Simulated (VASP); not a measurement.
# V (P6/mmm) in VASP: a series of runs

V is run at these levels: BLYP; tasks: single point.

Everything below comes from runs of VASP 6.6.1. Logs are shortened: lines on timing, memory, paths and dates and some standing lists are left out, and cuts for length are marked.

## (1) The cell of the first run

The structure is hexagonal, space group P6/mmm (No. 191). Conventional cell: a = 4.626 Å, b = 4.626 Å, c = 2.463 Å, α = 90.00°, β = 90.00°, γ = 120.00°. V (site symmetry 6/mmm) has 14 V at 2.46 to 2.94 Å within 3.3 Å. Within 3.3 Å of V (site symmetry -6m2) lie 11 V at 2.46 to 2.94 Å.

## (2) Single point, BLYP (volume scaled by 1.08)

INCAR

```
PREC = Accurate
ENCUT = 520
EDIFF = 1E-7
ISMEAR = -1
SIGMA = 0.1
LREAL = False
LASPH = True
NELM = 80
ALGO = Normal
ISIF = 2
LWAVE = False
LCHARG = True
GGA = B5
ALDAX = 1.0
AGGAX = 1.0
AGGAC = 1.0
ALDAC = 0.0
LELF = True
LVHAR = True
NBANDS = 26
```

KPOINTS

```
Automatic mesh
0
Gamma
  9 9 15
```

POSCAR

```
V
1.0
    4.6264655003      0.0000000000      0.0000000000
   -2.3132327502      4.0066366530      0.0000000000
    0.0000000000      0.0000000000      2.4633491799
V
3
Direct
    1.0000000000      1.0000000000      0.0000000000
    0.3333333333      0.6666666667      0.5000000000
    0.6666666667      0.3333333333      0.5000000000
```

Potentials or basis: VASP PAW PBE potentials, release 64 (V_sv).

On the command line:

```console
$ cat potpaw_PBE.64/V_sv/POTCAR > POTCAR
$ mpirun -np 1 vasp_std > vasp.out
```

OUTCAR:

```text
PREC = Accurate
   ENCUT = 520
   EDIFF = 1E-7
   ISMEAR = -1
   LREAL = False
   LASPH = True
   NELM = 80
   ISIF = 2
   GGA = B5

 ion  position               nearest neighbor table
   1  0.000  0.000  0.000-
   2  0.333  0.667  0.500-   3 2.67   3 2.67   3 2.67
   3  0.667  0.333  0.500-   2 2.67   2 2.67   2 2.67

  LATTYP: Found a hexagonal cell.
 ALAT       =     4.6264655003
 C/A-ratio  =     0.5324473250

  Lattice vectors:

 A1 = (   4.6264655003,   0.0000000000,   0.0000000000)
 A2 = (  -2.3132327502,   4.0066366530,   0.0000000000)
 A3 = (   0.0000000000,   0.0000000000,   2.4633491799)

Analysis of symmetry for initial positions (statically):
=====================================================================
 Subroutine PRICEL returns:
 Original cell was already a primitive cell.

 Routine SETGRP: Setting up the symmetry group for a
 hexagonal supercell.

 Subroutine GETGRP returns: Found 24 space group operations
 (whereof 24 operations were pure point group operations)
 out of a pool of 24 trial point group operations.

The static configuration has the point symmetry D_6h.

Analysis of symmetry for dynamics (positions and initial velocities):
=====================================================================
 Subroutine PRICEL returns:
 Original cell was already a primitive cell.

 Routine SETGRP: Setting up the symmetry group for a
 hexagonal supercell.

 Subroutine GETGRP returns: Found 24 space group operations
 (whereof 24 operations were pure point group operations)
 out of a pool of 24 trial point group operations.

The dynamic configuration has the point symmetry D_6h.

 Subroutine INISYM returns: Found 24 space group operations
 (whereof 24 operations are pure point group operations),
 and found     1 'primitive' translations

----------------------------------------------------------------------------------------

                                     Primitive cell

  volume of cell :      45.6620

  direct lattice vectors                    reciprocal lattice vectors
     4.626465500  0.000000000  0.000000000     0.216147727  0.124792948  0.000000000
    -2.313232750  4.006636653  0.000000000     0.000000000  0.249585896  0.000000000
     0.000000000  0.000000000  2.463349180     0.000000000  0.000000000  0.405951380

  length of vectors
     4.626465500  4.626465500  2.463349180     0.249585896  0.249585896  0.405951380

  position of ions in fractional coordinates (direct lattice)
     0.000000000  0.000000000  0.000000000
     0.333333333  0.666666667  0.500000000
     0.666666667  0.333333333  0.500000000

  ion indices of the primitive-cell ions
   primitive index   ion index
                 1           1
                 2           2
                 3           3

----------------------------------------------------------------------------------------

 KPOINTS: Automatic mesh

Automatic generation of k-mesh.
 Grid dimensions read from file:
 generate k-points for:    9    9   15

 Generating k-lattice:

  Cartesian coordinates                     Fractional coordinates (reciprocal lattice)
     0.024016414  0.013865883  0.000000000     0.111111111 -0.000000000  0.000000000
     0.000000000  0.027731766  0.000000000     0.000000000  0.111111111  0.000000000
     0.000000000  0.000000000  0.027063425     0.000000000  0.000000000  0.066666667

  Length of vectors
     0.027731766  0.027731766  0.027063425

  Shift w.r.t. Gamma in fractional coordinates (k-lattice)
     0.000000000  0.000000000  0.000000000

 Subroutine IBZKPT returns following result:
 ===========================================

 Found     96 irreducible k-points:

 Following reciprocal coordinates:
            Coordinates               Weight
  0.000000  0.000000  0.000000      1.000000
  0.111111 -0.000000  0.000000      6.000000
  0.222222  0.000000  0.000000      6.000000
  0.333333  0.000000  0.000000      6.000000
  0.444444  0.000000  0.000000      6.000000
  0.111111  0.111111  0.000000      6.000000
[... 16 lines left out ...]
  0.333333  0.222222  0.066667     24.000000
  0.333333  0.333333  0.066667      4.000000
 [... further k-points ...]
   k-points           NKPTS =     96   k-points in BZ     NKDIM =     96   number of bands    NBANDS=     26
   number of dos      NEDOS =    301   number of ions     NIONS =      3
   total plane-waves  NPLWV =  23328
   dimension x,y,z NGX =    36 NGY =   36 NGZ =   18
   dimension x,y,z NGXF=    72 NGYF=   72 NGZF=   36
   ions per type =               3
   NGX,Y,Z   is equivalent  to a cutoff of  12.94, 12.94, 12.15 a.u.
   NGXF,Y,Z  is equivalent  to a cutoff of  25.87, 25.87, 24.30 a.u.
 SYSTEM =  unknown system
   PREC   = accura    normal or accurate (medium, high low for compatibility)
   ISTART =      0    job   : 0-new  1-cont  2-samecut
   ICHARG =      2    charge: 1-file 2-atom 10-const
   ISPIN  =      1    spin polarized calculation?
   LNONCOLLINEAR =      F non collinear calculations
   LSORBIT =      F    spin-orbit coupling
   LASPH  =      T    aspherical Exc in radial PAW
   ENCUT  =  520.0 eV  38.22 Ry    6.18 a.u.   8.60  8.60  4.58*2*pi/ulx,y,z
   NELM   =     80;   NELMIN=  2; NELMDL= -5     # of ELM steps
   EDIFF  = 0.1E-06   stopping-criterion for ELM
   LREAL  =      F    real-space projection
   EDIFFG = 0.1E-05   stopping-criterion for IOM
   NSW    =      0    number of steps for IOM
   IBRION =     -1    ionic relax: 0-MD 1-quasi-New 2-CG
   NFREE  =      0    steps in history (QN), initial steepest desc. (CG)
   ISIF   =      2    stress and relaxation
   ISYM   =      2    0-nonsym 1-usesym 2-fastsym
   POTIM  = 0.5000    time-step for ionic-motion
   TEBEG  =    0.0;   TEEND  =   0.0 temperature during run
   PSTRESS=    0.0 pullay stress
   NELECT =      39.0000    total number of electrons
   NUPDOWN=      -1.0000    fix difference up-down
   EMIN   =  10.00;   EMAX   =-10.00  energy-range for DOS
   EFERMI =   0.00;   METHOD = LEGACY
   ISMEAR =    -1;   SIGMA  =   0.10  broadening in eV -4-tet -1-fermi 0-gaus
   EFERMI_NEDOS =   21; number of points for ismear=-14 and -15
   IALGO  =     38    algorithm
   IMIX   =      4    mixing-type and parameters
     AMIX     =   0.40;   BMIX     =  1.00
     AMIX_MAG =   1.60;   BMIX_MAG =  1.00
  volume/ion in A,a.u.               =      15.22       102.71
  Fermi-wavevector in a.u.,A,eV,Ry     =   1.553262  2.935239 32.825711  2.412622
  Thomas-Fermi vector in A             =   2.657518
   LORBIT       =      0    0 simple, 1 ext, 2 COOP (PROOUT), +10 PAW based schemes
   GGA     = B5    functional components
   LHFCALC =     F    Hartree Fock is set to
   AEXX    =    0.0000 exact exchange contribution
   IVDW    =     0    specifies the selected vdW correction
   LEPSILON=     F    determine dielectric tensor
   LRPA    =     F    only Hartree local field effects (RPA)
 non-spin polarized calculation
  energy-cutoff  :      520.00
  volume of cell :       45.66
 maximum number of plane-waves:      1275
 NGX is ok and might be reduce to    36
   NGX = 17   NGY = 17   NGZ =  9

 number of electron      38.9999987 magnetization

 Free energy of the ion-electron system (eV)
  ---------------------------------------------------
  ext. energy  EPLUGINS =         0.00000000
  ---------------------------------------------------
  free energy    TOTEN  =       -23.13612542 eV

  energy without entropy =      -22.98851521  energy(sigma->0) =      -23.06232032

 E-fermi :   8.9061     XC(G=0): -11.6922

 val. band max:        8.9008835320   @ k =   0.3333   0.1111   0.0667
 cond. band min:       8.9062813508   @ k =   0.2222   0.0000   0.4000
 fundamental gap:      0.0053978189
 Fermi energy:         8.9060834901

 k-point     1 :       0.0000    0.0000    0.0000
  band No.  band energies     occupation
      1     -54.8781      2.00000
      2     -54.7961      2.00000
      3     -54.7408      2.00000
      4     -28.9817      2.00000
      5     -28.9817      2.00000
      6     -28.9334      2.00000
[... 18 lines left out ...]
     25      10.9710      0.00000
     26      10.9710      0.00000

 k-point     2 :       0.1111   -0.0000    0.0000
  band No.  band energies     occupation
      1     -54.8748      2.00000
      2     -54.7970      2.00000
      3     -54.7433      2.00000
      4     -29.0179      2.00000
      5     -29.0075      2.00000
      6     -28.8935      2.00000
[... 18 lines left out ...]
     25      11.1531      0.00000
     26      11.1720      0.00000

 k-point     3 :       0.2222    0.0000    0.0000
  band No.  band energies     occupation
      1     -54.8656      2.00000
      2     -54.7991      2.00000
      3     -54.7505      2.00000
      4     -29.0626      2.00000
      5     -29.0188      2.00000
      6     -28.8381      2.00000
[... 18 lines left out ...]
     25      11.3401      0.00000
     26      11.3939      0.00000

 k-point     4 :       0.3333    0.0000    0.0000
  band No.  band energies     occupation
      1     -54.8533      2.00000
      2     -54.8017      2.00000
      3     -54.7603      2.00000
      4     -29.0958      2.00000
      5     -28.9952      2.00000
      6     -28.7950      2.00000
[... 18 lines left out ...]
     25      11.4808      0.00000
     26      11.5161      0.00000

 k-point     5 :       0.4444    0.0000    0.0000
  band No.  band energies     occupation
      1     -54.8434      2.00000
      2     -54.8037      2.00000
      3     -54.7684      2.00000
      4     -29.1133      2.00000
      5     -28.9386      2.00000
      6     -28.8600      2.00000
[... 18 lines left out ...]
     25      11.2031      0.00000
     26      11.2306      0.00000

 k-point     6 :       0.1111    0.1111    0.0000
  band No.  band energies     occupation
      1     -54.8685      2.00000
      2     -54.7984      2.00000
      3     -54.7482      2.00000
      4     -29.0419      2.00000
      5     -29.0298      2.00000
      6     -28.8474      2.00000
[... 427 lines left out ...]
 k-point    21 :       0.4444    0.1111    0.0667
  band No.  band energies     occupation
      1     -54.8349      2.00000
      2     -54.7957      2.00000
      3     -54.7659      2.00000
      4     -29.0930      2.00000
      5     -28.9172      2.00000
      6     -28.9024      2.00000
[... 18 lines left out ...]
     25      11.0154      0.00000
     26      11.1127      0.00000

 k-point    22 :       0.2222    0.2222    0.0667
  band No.  band energies     occupation
      1     -54.8413      2.00000
      2     -54.7945      2.00000
      3     -54.7607      2.00000
      4     -29.0525      2.00000
      5     -29.0213      2.00000
      6     -28.8261      2.00000
[... 18 lines left out ...]
     25      11.1374      0.00000
     26      11.5089      0.00000

 k-point    23 :       0.3333    0.2222    0.0667
  band No.  band energies     occupation
      1     -54.8346      2.00000
      2     -54.7913      2.00000
      3     -54.7707      2.00000
      4     -29.0532      2.00000
      5     -28.9778      2.00000
      6     -28.9001      2.00000
[... 18 lines left out ...]
     25      10.8925      0.00000
     26      11.2316      0.00000

 k-point    24 :       0.3333    0.3333    0.0667
  band No.  band energies     occupation
      1     -54.8328      2.00000
      2     -54.7819      2.00000
      3     -54.7819      2.00000
      4     -29.0184      2.00000
      5     -28.9642      2.00000
      6     -28.9642      2.00000
[... 18 lines left out ...]
     25      10.9355      0.00000
     26      11.1014      0.00000

 [... further k-points ...]

------------------------ aborting loop because EDIFF is reached ----------------------------------------

  FORCE on cell =-STRESS in cart. coord.  units (eV):
  Direction    XX          YY          ZZ          XY          YZ          ZX
  --------------------------------------------------------------------------------------
  -------------------------------------------------------------------------------------
  Total       -2.9850723     -2.9850723     -2.9623932      0.0000000      0.0000000      0.0000000
  in kB     -104.7394226   -104.7394226   -103.9436633      0.0000000      0.0000000      0.0000000
  external PRESSURE =    -104.4741695 kB  Pullay stress =       0.0000000 kB

 VOLUME and BASIS-vectors are now :
 -----------------------------------------------------------------------------
  energy-cutoff  :      520.00
  volume of cell :       45.66
      direct lattice vectors                 reciprocal lattice vectors
     4.626465500  0.000000000  0.000000000     0.216147727  0.124792948  0.000000000
    -2.313232750  4.006636653  0.000000000     0.000000000  0.249585896  0.000000000
     0.000000000  0.000000000  2.463349180     0.000000000  0.000000000  0.405951380

 POSITION                                       TOTAL-FORCE (eV/Angst)
 -----------------------------------------------------------------------------------
      0.00000      0.00000      0.00000         0.000000      0.000000      0.000000
     -0.00000      2.67109      1.23167        -0.000000      0.000000      0.000000
      2.31323      1.33555      1.23167         0.000000      0.000000      0.000000
 -----------------------------------------------------------------------------------
    total drift:                                0.000000      0.000000     -0.000000

  FREE ENERGIE OF THE ION-ELECTRON SYSTEM (eV)
  ---------------------------------------------------
  free  energy   TOTEN  =       -23.1361254221 eV

  energy  without entropy=      -22.9885152095  energy(sigma->0) =      -23.06232032
```

Run time: 64 s. Hardware: 1 thread of Intel Xeon 6975P-C (Granite Rapids), shared host; peak memory 0.21 GiB.

Results:

```yaml
Free_energy: -23.1361 eV
Pressure: -10.4 GPa
```

Stress tensor (GPa, compression positive):
```
-10.47   0.00   0.00
  0.00 -10.47   0.00
  0.00   0.00 -10.39
```

Levels at points of the mesh, in eV from the Fermi level:
| k point | band 16 | band 17 | band 18 | band 19 | band 20 | band 21 | band 22 | band 23 | band 24 | band 25 |
| --- | --- | --- | --- | --- | --- | --- | --- | --- | --- | --- |
| (0.00, 0.00, 0.00) | -1.22 | -1.22 | -1.18 | -1.18 | -0.84 | 0.40 | 0.40 | 2.06 | 2.06 | 2.06 |

Caveat: the PAW data sets were made with another functional, which shifts forces and pressure a little.

## (3) Single point, BLYP (volume scaled by 1.12)

INCAR

```
  PREC = Accurate
  ENCUT = 520
  EDIFF = 1E-7
  ISMEAR = -1
  SIGMA = 0.1
  LREAL = False
  LASPH = True
  NELM = 100
  ALGO = Normal
  ISIF = 2
  LWAVE = False
  LCHARG = True
  GGA = B5
  ALDAX = 1.0
  AGGAX = 1.0
  AGGAC = 1.0
  ALDAC = 0.0
  LELF = True
  LVHAR = True
  NBANDS = 26
```

KPOINTS is that of step 2.

POSCAR

```
V
1.0
    4.6828913724      0.0000000000      0.0000000000
   -2.3414456862      4.0555028916      0.0000000000
    0.0000000000      0.0000000000      2.4933929845
V
3
Direct
    1.0000000000      1.0000000000      0.0000000000
    0.3333333333      0.6666666667      0.5000000000
    0.6666666667      0.3333333333      0.5000000000
```

Potentials or basis: VASP PAW PBE potentials, release 64 (V_sv).

On the command line:

```console
$ cat potpaw_PBE.64/V_sv/POTCAR > POTCAR
$ mpirun -np 1 vasp_std > vasp.out
```

Wall time 81 s (1 thread of Intel Xeon 6975P-C (Granite Rapids), shared host); peak memory 0.22 GiB.

It converged, with:

* Free energy: -23.0052 eV
* Pressure: -14.4 GPa

Stress tensor (GPa, compression positive):
```
-14.26   0.00   0.00
  0.00 -14.26   0.00
  0.00   0.00 -14.57
```

Levels at points of the mesh, in eV from the Fermi level:
```csv
k point,band 16,band 17,band 18,band 19,band 20,band 21,band 22,band 23,band 24,band 25
"(0.00, 0.00, 0.00)",-1.18,-1.18,-1.14,-1.14,-0.81,0.38,0.38,1.97,1.97,1.98
```

Caveat: the PAW data sets were made with another functional, which shifts forces and pressure a little.
